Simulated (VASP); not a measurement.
# Al12HO in VASP: notebook

Al12HO is run at these levels: PBE; tasks: single point.

Everything below comes from runs of VASP 6.6.1. Logs are shortened: lines on timing, memory, paths and dates and some standing lists are left out, and cuts for length are marked.

**1. The cell of the first run**

The cell holds a slab with vacuum, 14 atoms: a = 5.714 Å, b = 5.714 Å, c = 22.175 Å, α = 90.00°, β = 90.00°, γ = 90.00°.

**2. Single point, PBE, collinear spin, ferromagnetic start**

INCAR reads:

```
SYSTEM = Al12HO
PREC     = Accurate       ! precision mode
ENCUT    = 520            ! plane-wave cutoff, eV
EDIFF    = 1E-7           ! SCF threshold, eV
ISMEAR   = 0              ! smearing method
SIGMA    = 0.1            ! smearing width, eV
LREAL    = .FALSE.        ! projectors in reciprocal space
LASPH    = .TRUE.         ! aspherical terms in the spheres
NELM     = 150            ! most SCF steps
ALGO     = Normal         ! electronic algorithm
ISIF     = 2              ! what is computed and relaxed
LWAVE    = .FALSE.        ! write WAVECAR
LCHARG   = .FALSE.        ! write CHGCAR
ISPIN    = 2              ! spin polarisation
MAGMOM   = 0 0 0 0 0 0 0 0 0 0 0 0 1 0 ! initial moments
LORBIT   = 11             ! projections on sites
LDIPOL   = .TRUE.       
IDIPOL   = 3            
DIPOL    = 0.5 0.5 0.288
GGA      = PE             ! functional
NBANDS   = 38             ! bands
```

KPOINTS reads:

```
Automatic mesh
0
G
  5 5 1
  0 0 0
```

POSCAR reads:

```
Al12HO
1.0
    5.7143028096      0.0000000000      0.0000000000
    0.0000000000      5.7143028096      0.0000000000
    0.0000000000      0.0000000000     22.1750227687
Al O H
12 1 1
Direct
    0.2500000000      0.2500000000      0.1803831293
    0.2500000000      0.7500000000      0.1803831293
    0.7500000000      0.2500000000      0.1803831293
    0.7500000000      0.7500000000      0.1803831293
    0.0000000000      0.0000000000      0.2744094920
    0.0000000000      0.5000000000      0.2744094920
    0.5000000000      0.0000000000      0.2744094920
    0.5000000000      0.5000000000      0.2744094920
    0.2500000000      0.2500000000      0.3686590473
    0.2500000000      0.7500000000      0.3686590473
    0.7500000000      0.2500000000      0.3686590473
    0.7500000000      0.7500000000      0.3686590473
    0.5000000000      0.5000000000      0.3461111562
    0.5320271270      0.5320271270      0.3896703370
```

Potentials or basis: VASP PAW PBE potentials, release 64 (Al, O, H).

Started as:

```sh
cat potpaw_PBE.64/Al/POTCAR potpaw_PBE.64/O/POTCAR potpaw_PBE.64/H/POTCAR > POTCAR
mpirun -np 1 vasp_std > vasp.out
```

OUTCAR:

```text
SYSTEM = Al12HO
   PREC = Accurate
   ENCUT = 520
   EDIFF = 1E-7
   ISMEAR = 0
   LREAL = .FALSE.
   LASPH = .TRUE.
   NELM = 150
   ISIF = 2
   ISPIN = 2
   LORBIT = 11
   GGA = PE

 ion  position               nearest neighbor table
   1  0.250  0.250  0.180-   2 2.86   3 2.86   2 2.86   3 2.86   7 2.90   8 2.90   5 2.90   6 2.90

   2  0.250  0.750  0.180-   1 2.86   4 2.86   1 2.86   4 2.86   7 2.90   8 2.90   5 2.90   6 2.90

   3  0.750  0.250  0.180-   1 2.86   4 2.86   4 2.86   1 2.86   7 2.90   8 2.90   5 2.90   6 2.90

   4  0.750  0.750  0.180-   2 2.86   3 2.86   3 2.86   2 2.86   7 2.90   8 2.90   5 2.90   6 2.90

   5  0.000  0.000  0.274-   6 2.86   7 2.86   6 2.86   7 2.86   1 2.90   2 2.90   3 2.90   4 2.90
                            11 2.91  12 2.91   9 2.91  10 2.91
   6  0.000  0.500  0.274-   5 2.86   8 2.86   5 2.86   8 2.86   1 2.90   2 2.90   3 2.90   4 2.90
                            11 2.91  12 2.91   9 2.91  10 2.91
   7  0.500  0.000  0.274-   5 2.86   8 2.86   8 2.86   5 2.86   1 2.90   2 2.90   3 2.90   4 2.90
                            11 2.91  12 2.91   9 2.91  10 2.91
   8  0.500  0.500  0.274-  13 1.59   7 2.86   6 2.86   7 2.86   6 2.86   2 2.90   3 2.90   4 2.90
                             1 2.90  12 2.91   9 2.91  10 2.91  11 2.91
   9  0.250  0.250  0.369-  13 2.08  11 2.86  10 2.86  10 2.86  11 2.86   6 2.91   7 2.91   8 2.91
                             5 2.91
  10  0.250  0.750  0.369-  13 2.08  14 2.09   9 2.86  12 2.86   9 2.86  12 2.86   7 2.91   8 2.91
                             5 2.91   6 2.91
  11  0.750  0.250  0.369-  13 2.08  14 2.09   9 2.86  12 2.86  12 2.86   9 2.86   7 2.91   8 2.91
                             5 2.91   6 2.91
  12  0.750  0.750  0.369-  14 1.82  13 2.08  10 2.86  11 2.86  11 2.86  10 2.86   7 2.91   8 2.91
                             5 2.91   6 2.91
  13  0.500  0.500  0.346-  14 1.00   8 1.59  10 2.08  11 2.08  12 2.08   9 2.08
  14  0.532  0.532  0.390-  13 1.00  12 1.82  10 2.09  11 2.09

  LATTYP: Found a simple tetragonal cell.
 ALAT       =     5.7143028096
 C/A-ratio  =     3.8806173750

  Lattice vectors:

 A1 = (   5.7143028096,   0.0000000000,   0.0000000000)
 A2 = (   0.0000000000,   5.7143028096,   0.0000000000)
 A3 = (   0.0000000000,   0.0000000000,  22.1750227687)

Analysis of symmetry for initial positions (statically):
=====================================================================
 Subroutine PRICEL returns:
 Original cell was already a primitive cell.

 Routine SETGRP: Setting up the symmetry group for a
 simple tetragonal supercell.

[... 533 lines left out ...]
      4     -10.9766      1.00000
      5     -10.6220      1.00000
      6      -8.5747      1.00000
[... 313 lines left out ...]
     32       2.4346      0.00000
     33       2.6983      0.00000
 [bands above 33 left out]

------------------------ aborting loop because EDIFF is reached ----------------------------------------

 vacuum level on the upper side and lower side of the slab       (xc-potential included)         0.169        -0.173

  FORCE on cell =-STRESS in cart. coord.  units (eV):
  Direction    XX          YY          ZZ          XY          YZ          ZX
  --------------------------------------------------------------------------------------
  -------------------------------------------------------------------------------------
  Total        5.2291384      5.2291384     13.2968866      0.5217731      0.5532376      0.5532382
  in kB       11.5704472     11.5704472     29.4218497      1.1545206      1.2241416      1.2241431
  external PRESSURE =      17.5209147 kB  Pullay stress =       0.0000000 kB

 VOLUME and BASIS-vectors are now :
 -----------------------------------------------------------------------------
  energy-cutoff  :      520.00
  volume of cell :      724.09
      direct lattice vectors                 reciprocal lattice vectors
     5.714302810  0.000000000  0.000000000     0.174999476  0.000000000  0.000000000
     0.000000000  5.714302810  0.000000000     0.000000000  0.174999476  0.000000000
     0.000000000  0.000000000 22.175022769     0.000000000  0.000000000  0.045095782

 POSITION                                       TOTAL-FORCE (eV/Angst)
 -----------------------------------------------------------------------------------
      1.42858      1.42858      4.00000        -0.004925     -0.004925      0.140511
      1.42858      4.28573      4.00000         0.015568      0.002086      0.177664
      4.28573      1.42858      4.00000         0.002086      0.015568      0.177664
      4.28573      4.28573      4.00000        -0.015435     -0.015435      0.176409
      0.00000      0.00000      6.08504         0.001080      0.001080     -0.162976
      0.00000      2.85715      6.08504        -0.005324     -0.023060     -0.014563
      2.85715      0.00000      6.08504        -0.023060     -0.005324     -0.014563
      2.85715      2.85715      6.08504         0.073535      0.073535     -7.829200
      1.42858      1.42858      8.17502        -1.390440     -1.390440      0.339809
      1.42858      4.28573      8.17502        -1.642597      1.629782      0.370281
      4.28573      1.42858      8.17502         1.629782     -1.642597      0.370281
      4.28573      4.28573      8.17502         2.243152      2.243152      0.283551
      2.85715      2.85715      7.67502        -1.088336     -1.088336      3.509215
      3.04016      3.04016      8.64095         0.204913      0.204913      2.475915
 -----------------------------------------------------------------------------------
    total drift:                               -0.000071     -0.000071     -0.000110

  FREE ENERGIE OF THE ION-ELECTRON SYSTEM (eV)
  ---------------------------------------------------
  free  energy   TOTEN  =       -47.4361312236 eV

  energy  without entropy=      -47.4166902428  energy(sigma->0) =      -47.42641073

 vacuum level on the upper side and lower side of the slab         3.808         3.459

 total charge

# of ion       s       p       d       tot
------------------------------------------
    1        0.474   0.285   0.000   0.759
    2        0.474   0.284   0.000   0.758
    3        0.474   0.284   0.000   0.758
    4        0.474   0.285   0.000   0.759
    5        0.435   0.325   0.000   0.760
    6        0.423   0.352   0.000   0.775
    7        0.423   0.352   0.000   0.775
    8        0.408   0.418   0.000   0.826
    9        0.495   0.273   0.000   0.768
   10        0.494   0.278   0.000   0.772
   11        0.494   0.278   0.000   0.772
   12        0.491   0.293   0.000   0.784
   13        1.625   3.737   0.000   5.362
   14        0.560   0.147   0.000   0.707
--------------------------------------------------
tot          7.742   7.592   0.000  15.334

 magnetization (x)

# of ion       s       p       d       tot
------------------------------------------
    1       -0.000   0.000   0.000  -0.000
    2       -0.000   0.000   0.000  -0.000
    3       -0.000   0.000   0.000  -0.000
    4       -0.000   0.000   0.000  -0.000
    5       -0.000  -0.000   0.000  -0.000
    6       -0.000   0.000   0.000  -0.000
    7       -0.000   0.000   0.000  -0.000
    8       -0.000  -0.000   0.000  -0.000
    9        0.000   0.000   0.000   0.000
   10        0.000  -0.000   0.000   0.000
   11        0.000  -0.000   0.000   0.000
   12        0.000   0.000   0.000   0.000
   13       -0.000  -0.000   0.000  -0.000
   14       -0.000  -0.000   0.000  -0.000
--------------------------------------------------
tot         -0.000  -0.000   0.000  -0.000
```

It took 14 min on 1 thread of Intel Xeon Platinum 8488C (Sapphire Rapids), shared host; peak memory 1.1 GiB.

Results:

| Quantity | Value |
| --- | --- |
| Free energy | -47.4361 eV |
| Largest force | 7.830 eV/Å |
| Net moment | 0.00 μB per cell |
| Valence electrons inside the program's atomic spheres | Al 0.76, 0.78, 0.83, 0.77 (each value once); O 5.36; H 0.71 |

Forces in eV/Å, atoms in the order of the input:
```
Al  -0.005 -0.005  0.141
Al   0.016  0.002  0.178
Al   0.002  0.016  0.178
Al  -0.015 -0.015  0.176
Al   0.001  0.001 -0.163
Al  -0.005 -0.023 -0.015
Al  -0.023 -0.005 -0.015
Al   0.074  0.074 -7.829
Al  -1.390 -1.390  0.340
Al  -1.643  1.630  0.370
Al   1.630 -1.643  0.370
Al   2.243  2.243  0.284
O   -1.088 -1.088  3.509
H    0.205  0.205  2.476
```

**3. Single point, PBE, collinear spin, ferromagnetic start**

INCAR, as its differences from that of step 2:

```diff
@@ -3,3 +3,3 @@
 ENCUT    = 520            ! plane-wave cutoff, eV
-EDIFF    = 1E-7           ! SCF threshold, eV
+EDIFF    = 1E-6           ! SCF threshold, eV
 ISMEAR   = 0              ! smearing method
@@ -18,3 +18,3 @@
 IDIPOL   = 3            
-DIPOL    = 0.5 0.5 0.288
+DIPOL    = 0.5 0.5 0.298
 GGA      = PE             ! functional
```

KPOINTS is that of step 2.

POSCAR, as its differences from that of step 2:

```diff
@@ -20,3 +20,3 @@
     0.7500000000      0.7500000000      0.3686590473
-    0.5000000000      0.5000000000      0.3461111562
-    0.5320271270      0.5320271270      0.3896703370
+    0.5000000000      0.5000000000      0.4160096188
+    0.5320271270      0.5320271270      0.4595687996
```

Potentials or basis: VASP PAW PBE potentials, release 64 (Al, O, H).

Started as:

```sh
cat potpaw_PBE.64/Al/POTCAR potpaw_PBE.64/O/POTCAR potpaw_PBE.64/H/POTCAR > POTCAR
mpirun -np 1 vasp_std > vasp.out
```

Run time: 17 min. Hardware: 1 thread of Intel Xeon Platinum 8488C (Sapphire Rapids), shared host; peak memory 1 GiB.

Results (log left out):

```
Free energy                                           : -51.9446 eV
Largest force                                         : 1.288 eV/Å
Net moment                                            : 0.00 μB per cell
Valence electrons inside the program's atomic spheres : Al 0.76, 0.77, 0.74 (each value once); O 5.07; H 0.69
```

Forces on the atoms (eV/Å):
```
Al   0.026  0.026  0.044
Al   0.015 -0.026  0.032
Al  -0.026  0.015  0.032
Al  -0.018 -0.018  0.021
Al  -0.001 -0.001 -0.205
Al  -0.023  0.011  0.098
Al   0.011 -0.023  0.098
Al  -0.001 -0.001 -0.106
Al  -0.380 -0.380 -0.130
Al  -0.318  0.317 -0.165
Al   0.317 -0.318 -0.165
Al   0.321  0.321 -0.264
O    0.399  0.399  1.158
H   -0.324 -0.324 -0.449
```

Levels at points of the mesh, in eV from the Fermi level:
Spin up:
| k point | band 20 | band 21 | band 22 | band 23 | band 24 | band 25 |
| --- | --- | --- | --- | --- | --- | --- |
| (0.00, 0.00, 0.00) | -0.56 | -0.56 | -0.41 | -0.23 | 0.26 | 0.28 |
Spin down:
```
           k point  band 18  band 19  band 20  band 21  band 22  band 23  band 24  band 25  band 26  band 27
(0.00, 0.00, 0.00)    -1.80    -0.81    -0.56    -0.56    -0.41    -0.23     0.26     0.28     0.60     1.24
```
